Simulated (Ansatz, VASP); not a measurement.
# Two plane-wave programs on Ti3Al5

The input POSCAR:

```
Ti3Al5
1.0
    3.8008296858      0.0000000000      0.0000000000
    0.0000000000      3.8008296858      0.0000000000
    0.0000000000      0.0000000000      7.9086853463
Ti Al
3 5
Direct
    0.0000000000      0.0000000000      0.5000000000
    0.5000000000      0.5000000000      0.0000000000
    0.5000000000      0.5000000000      0.5000000000
    0.0000000000      0.5000000000      0.2513308222
    0.0000000000      0.5000000000      0.7486691778
    0.5000000000      0.0000000000      0.2513308222
    0.5000000000      0.0000000000      0.7486691778
    0.0000000000      0.0000000000      0.0000000000
```

Contents of INCAR.step1:

```
SYSTEM = Ti3Al5
ALGO = Normal
EDIFF = 1E-4
ENCUT = 520
GGA = PE
ISMEAR = 0
LASPH = .TRUE.
LCHARG = .FALSE.
LREAL = .FALSE.
LWAVE = .TRUE.
NBANDS = 36
NELM = 60
PREC = Accurate
SIGMA = 0.15
```

The input INCAR.step2:

```
SYSTEM = Ti3Al5
ALGO = Normal
EDIFF = 1E-6
ENCUT = 520
ISIF = 2
ISMEAR = 0
ISTART = 1
LASPH = .TRUE.
LCHARG = .FALSE.
LMIXTAU = .TRUE.
LREAL = .FALSE.
LWAVE = .FALSE.
METAGGA = R2SCAN
NBANDS = 36
NELM = 60
PREC = Accurate
SIGMA = 0.15
```

File KPOINTS:

```
k-points
0
G
  10 10 6
  0 0 0
```

Input for Ansatz:

```yaml
crystal:
  lattice:
    - [3.8008296858, 0.0, 0.0]
    - [0.0, 3.8008296858, 0.0]
    - [0.0, 0.0, 7.9086853463]
  atoms:
    - { symbol: Ti, position: [0.0, 0.0, 0.5] }
    - { symbol: Ti, position: [0.5, 0.5, 0.0] }
    - { symbol: Ti, position: [0.5, 0.5, 0.5] }
    - { symbol: Al, position: [0.0, 0.5, 0.2513308222] }
    - { symbol: Al, position: [0.0, 0.5, 0.7486691778] }
    - { symbol: Al, position: [0.5, 0.0, 0.2513308222] }
    - { symbol: Al, position: [0.5, 0.0, 0.7486691778] }
    - { symbol: Al, position: [0.0, 0.0, 0.0] }
basis:
  ecutwfc: 500
kpoints:
  mp_grid: { grid: [10, 10, 6] }
hamiltonian:
  xc: r2scan
scf:
  occupations: { method: gaussian, width: 0.15 }
output:
  forces: true
  stress: true
  eigenvalues: true
```

Change from the starting cell: strain -0.025 along x and y, -0.050 along z, atoms carried along.

Alike in both runs: task single point; functional r2SCAN; k mesh 10 × 10 × 6; occupations gaussian, width 0.15 eV; no spin polarisation.

|  | VASP | Ansatz |
| --- | --- | --- |
| version | VASP 6.6.1 | Ansatz 0.2.0 |
| potentials or method | VASP PAW PBE potentials, release 64 (Ti_sv, Al), cutoff 520 eV | scalar-relativistic, plane waves, PAW |
| valence electrons in the cell | 51 | 51 |

|  | VASP | Ansatz | Ansatz less VASP |
| --- | --- | --- | --- |
| gap on the k mesh at the Fermi level (eV) | none | none | - |
| pressure (GPa) | 14.8 | 14.7 | -0.06 |
| traceless stress, the component that is largest in VASP (GPa) | 2.70 | 2.73 | +0.024 |
| rms of the force components (eV/Å) | 0.054 | 0.048 | -0.0065 |

VASP's potentials were made for PBE, not for r2SCAN. Atom by atom the forces differ by 0.006 eV/Å (rms over components). A gap of «none» marks a metal or a gap that the smearing closes.
